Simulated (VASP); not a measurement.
# Zr2C3 (P-3m1) in VASP: a series of runs

The runs below take Zr2C3 through single point, relaxation of cell and atoms, with PBE.

Program: VASP 6.6.1. These are calculated values, not measurements. Logs are shortened: lines on timing, memory, paths and dates and some standing lists are left out, and cuts for length are marked.

## (1) The cell of the first run

Symmetry: P-3m1, No. 164, trigonal system. The conventional cell has a = 3.422 Å, b = 3.422 Å, c = 5.323 Å, α = 90.00°, β = 90.00°, γ = 120.00°. Within 2.7 Å of Zr (site symmetry 3m) lie 7 C at 2.06 to 2.37 Å. C (site symmetry -3m) has 6 Zr at 2.37 Å and 6 C at 2.73 Å within 3.1 Å. C (site symmetry 3m) has 4 Zr at 2.06 to 2.13 Å and 6 C at 2.51 to 2.73 Å within 2.8 Å.

## (2) Single point, PBE

INCAR reads:

```
PREC = Accurate
ENCUT = 520
EDIFF = 1E-6
ISMEAR = 0
SIGMA = 0.1
LREAL = False
LASPH = True
NELM = 100
ALGO = Normal
ISIF = 2
LWAVE = False
LCHARG = False
GGA = PE
NBANDS = 26
```

KPOINTS reads:

```
Automatic mesh
0
Gamma
  6 6 4
```

POSCAR reads:

```
Zr2C3
1.0
    3.4216022557      0.0000000000      0.0000000000
   -1.7108011278      2.9631944751      0.0000000000
    0.0000000000      0.0000000000      5.3234573166
Zr C
2 3
Direct
    0.3333333333      0.6666666667      0.2450000000
    0.6666666667      0.3333333333      0.7550000000
    0.0000000000      0.0000000000      0.0000000000
    0.3333333333      0.6666666667      0.6450000000
    0.6666666667      0.3333333333      0.3550000000
```

Potentials or basis: VASP PAW PBE potentials, release 64 (Zr_sv, C).

Run with:

```bash
$ cat potpaw_PBE.64/Zr_sv/POTCAR potpaw_PBE.64/C/POTCAR > POTCAR
$ mpirun -np 1 vasp_std > vasp.out
```

OUTCAR:

```text
PREC = Accurate
   ENCUT = 520
   EDIFF = 1E-6
   ISMEAR = 0
   LREAL = False
   LASPH = True
   NELM = 100
   ISIF = 2
   GGA = PE

 ion  position               nearest neighbor table
   1  0.333  0.667  0.245-   5 2.06   5 2.06   5 2.06   4 2.13   3 2.37   3 2.37   3 2.37   2 3.27
                             2 3.27   2 3.27   2 3.36   2 3.36   2 3.36
   2  0.667  0.333  0.755-   4 2.06   4 2.06   4 2.06   5 2.13   3 2.37   3 2.37   3 2.37   1 3.27
                             1 3.27   1 3.27   1 3.36   1 3.36   1 3.36
   3  0.000  0.000  0.000-   1 2.37   2 2.37   1 2.37   2 2.37   2 2.37   1 2.37
   4  0.333  0.667  0.645-   2 2.06   2 2.06   2 2.06   1 2.13
   5  0.667  0.333  0.355-   1 2.06   1 2.06   1 2.06   2 2.13

  LATTYP: Found a hexagonal cell.
 ALAT       =     3.4216022557
 C/A-ratio  =     1.5558375634

  Lattice vectors:

 A1 = (   3.4216022557,   0.0000000000,   0.0000000000)
 A2 = (  -1.7108011278,   2.9631944751,   0.0000000000)
 A3 = (   0.0000000000,   0.0000000000,   5.3234573166)

Analysis of symmetry for initial positions (statically):
=====================================================================
 Subroutine PRICEL returns:
 Original cell was already a primitive cell.

 Routine SETGRP: Setting up the symmetry group for a
 hexagonal supercell.

 Subroutine GETGRP returns: Found 12 space group operations
 (whereof 12 operations were pure point group operations)
 out of a pool of 24 trial point group operations.

The static configuration has the point symmetry D_3d.

Analysis of symmetry for dynamics (positions and initial velocities):
=====================================================================
 Subroutine PRICEL returns:
 Original cell was already a primitive cell.

 Routine SETGRP: Setting up the symmetry group for a
 hexagonal supercell.

 Subroutine GETGRP returns: Found 12 space group operations
 (whereof 12 operations were pure point group operations)
 out of a pool of 24 trial point group operations.

The dynamic configuration has the point symmetry D_3d.

 Subroutine INISYM returns: Found 12 space group operations
 (whereof 12 operations are pure point group operations),
 and found     1 'primitive' translations

----------------------------------------------------------------------------------------

                                     Primitive cell

  volume of cell :      53.9739

  direct lattice vectors                    reciprocal lattice vectors
[... 94 lines left out ...]
   EDIFFG = 0.1E-04   stopping-criterion for IOM
   NSW    =      0    number of steps for IOM
   IBRION =     -1    ionic relax: 0-MD 1-quasi-New 2-CG
   NFREE  =      0    steps in history (QN), initial steepest desc. (CG)
   ISIF   =      2    stress and relaxation
   ISYM   =      2    0-nonsym 1-usesym 2-fastsym
   POTIM  = 0.5000    time-step for ionic-motion
   TEBEG  =    0.0;   TEEND  =   0.0 temperature during run
   PSTRESS=    0.0 pullay stress
   NELECT =      36.0000    total number of electrons
   NUPDOWN=      -1.0000    fix difference up-down
   EMIN   =  10.00;   EMAX   =-10.00  energy-range for DOS
   EFERMI =   0.00;   METHOD = LEGACY
   ISMEAR =     0;   SIGMA  =   0.10  broadening in eV -4-tet -1-fermi 0-gaus
   EFERMI_NEDOS =   21; number of points for ismear=-14 and -15
   IALGO  =     38    algorithm
   IMIX   =      4    mixing-type and parameters
     AMIX     =   0.40;   BMIX     =  1.00
     AMIX_MAG =   1.60;   BMIX_MAG =  1.00
  volume/ion in A,a.u.               =      10.79        72.85
  Fermi-wavevector in a.u.,A,eV,Ry     =   1.430368  2.703004 27.836883  2.045953
  Thomas-Fermi vector in A             =   2.550221
   LORBIT       =      0    0 simple, 1 ext, 2 COOP (PROOUT), +10 PAW based schemes
   GGA     = PE    functional components
   LHFCALC =     F    Hartree Fock is set to
   AEXX    =    0.0000 exact exchange contribution
   IVDW    =     0    specifies the selected vdW correction
   LEPSILON=     F    determine dielectric tensor
   LRPA    =     F    only Hartree local field effects (RPA)
 non-spin polarized calculation
 Gauss-broadening in eV      SIGMA  =   0.10
  energy-cutoff  :      520.00
  volume of cell :       53.97
 maximum number of plane-waves:      1468
 NGX is ok and might be reduce to    28
   NGX = 13   NGY = 13   NGZ = 19

 number of electron      35.9999999 magnetization

 Free energy of the ion-electron system (eV)
  ---------------------------------------------------
  ext. energy  EPLUGINS =         0.00000000
  ---------------------------------------------------
  free energy    TOTEN  =       -40.38320862 eV

  energy without entropy =      -40.37303908  energy(sigma->0) =      -40.37812385

 E-fermi :  10.2271     XC(G=0): -12.5160

 val. band max:       10.2265356314   @ k =   0.3333   0.1667   0.5000
 cond. band min:      10.2847240708   @ k =   0.5000   0.0000   0.0000
 fundamental gap:      0.0581884394
 Fermi energy:        10.2270780509

 k-point     1 :       0.0000    0.0000    0.0000
  band No.  band energies     occupation
      1     -37.3820      2.00000
      2     -37.2570      2.00000
      3     -16.2408      2.00000
      4     -15.4553      2.00000
      5     -15.4553      2.00000
      6     -15.3074      2.00000
[... 685 lines left out ...]
     25      17.7874      0.00000
     26      18.2100      0.00000

------------------------ aborting loop because EDIFF is reached ----------------------------------------

  FORCE on cell =-STRESS in cart. coord.  units (eV):
  Direction    XX          YY          ZZ          XY          YZ          ZX
  --------------------------------------------------------------------------------------
  -------------------------------------------------------------------------------------
  Total       17.7065667     17.7065667     14.2316117      0.0000000      0.0000000      0.0000000
  in kB      525.6074183    525.6074183    422.4557381      0.0000000      0.0000000      0.0000000
  external PRESSURE =     491.2235249 kB  Pullay stress =       0.0000000 kB

 VOLUME and BASIS-vectors are now :
 -----------------------------------------------------------------------------
  energy-cutoff  :      520.00
  volume of cell :       53.97
      direct lattice vectors                 reciprocal lattice vectors
     3.421602256  0.000000000  0.000000000     0.292260738  0.168736816  0.000000000
    -1.710801128  2.963194475  0.000000000     0.000000000  0.337473631  0.000000000
     0.000000000  0.000000000  5.323457317     0.000000000  0.000000000  0.187847848

 POSITION                                       TOTAL-FORCE (eV/Angst)
 -----------------------------------------------------------------------------------
     -0.00000      1.97546      1.30425        -0.000000      0.000000     -2.120361
      1.71080      0.98773      4.01921         0.000000     -0.000000      2.120361
      0.00000      0.00000      0.00000         0.000000     -0.000000      0.000000
     -0.00000      1.97546      3.43363        -0.000000      0.000000     -0.519677
      1.71080      0.98773      1.88983         0.000000     -0.000000      0.519677
 -----------------------------------------------------------------------------------
    total drift:                                0.000000     -0.000000      0.000000

  FREE ENERGIE OF THE ION-ELECTRON SYSTEM (eV)
  ---------------------------------------------------
  free  energy   TOTEN  =       -40.3832086249 eV

  energy  without entropy=      -40.3730390754  energy(sigma->0) =      -40.37812385
```

OSZICAR:

```text
N       E                     dE             d eps       ncg     rms          rms(c)
DAV:   1     0.288292503219E+03    0.28829E+03   -0.19479E+04  1248   0.140E+03
DAV:   2    -0.224868582033E+02   -0.31078E+03   -0.30269E+03  1496   0.388E+02
DAV:   3    -0.450425787284E+02   -0.22556E+02   -0.22259E+02  2288   0.829E+01
DAV:   4    -0.456532055910E+02   -0.61063E+00   -0.60934E+00  1552   0.132E+01
DAV:   5    -0.456699506201E+02   -0.16745E-01   -0.16743E-01  1934   0.169E+00    0.479E+01
DAV:   6    -0.405324599898E+02    0.51375E+01   -0.22425E+01  1400   0.255E+01    0.193E+01
DAV:   7    -0.408046685063E+02   -0.27221E+00   -0.61328E+00  1700   0.130E+01    0.973E+00
DAV:   8    -0.403781338492E+02    0.42653E+00   -0.19833E+00  1478   0.683E+00    0.466E+00
DAV:   9    -0.403850765137E+02   -0.69427E-02   -0.18361E-01  1360   0.276E+00    0.432E-01
DAV:  10    -0.403832175792E+02    0.18589E-02   -0.16046E-02  1726   0.648E-01    0.174E-01
DAV:  11    -0.403832039482E+02    0.13631E-04   -0.80720E-04  1484   0.208E-01    0.571E-02
DAV:  12    -0.403832100528E+02   -0.61046E-05   -0.10030E-04  1716   0.743E-02    0.130E-02
DAV:  13    -0.403832089914E+02    0.10614E-05   -0.39861E-06  1390   0.144E-02    0.470E-03
DAV:  14    -0.403832086249E+02    0.36640E-06   -0.65628E-07   762   0.542E-03
   1 F= -.40383209E+02 E0= -.40378124E+02  d E =-.101695E-01
```

stdout:

```text
POSCAR found type information on POSCAR ZrC
 POSCAR found :  2 types and       5 ions
 scaLAPACK will be used
 LDA part: xc-table for (Slater+PW92), standard interpolation
 POSCAR, INCAR and KPOINTS ok, starting setup
 FFT: planning ... GRIDC
 FFT: planning ... GRID_SOFT
 FFT: planning ... GRID
 WAVECAR not read
 entering main loop
```

Wall time 55 s (1 thread of Intel Xeon Platinum 8259CL at 2.50GHz (Skylake/Cascade Lake), shared host); peak memory 0.18 GiB.

Results:

- Free energy: -40.3832 eV
- Pressure: 49.1 GPa
- Largest force: 2.120 eV/Å
- Band gap on the k mesh: zero (bands 18 and 19 overlap by 1.14 eV)

Forces in eV/Å, atoms in the order of the input:
```
Zr   0.000  0.000 -2.120
Zr   0.000  0.000  2.120
C    0.000  0.000  0.000
C    0.000  0.000 -0.520
C    0.000  0.000  0.520
```

Stress tensor (GPa, compression positive):
```
52.56  0.00  0.00
 0.00 52.56  0.00
 0.00  0.00 42.25
```

Caveat: the stress differs along the axes, from 42 to 53 GPa; forces of over 1 eV/Å act on the atoms, so gaps and moduli don't describe the material at rest.

(Part 1 of 2 ends here.)

The gap in the log of VASP goes by the Fermi energy; the results here count the filled bands.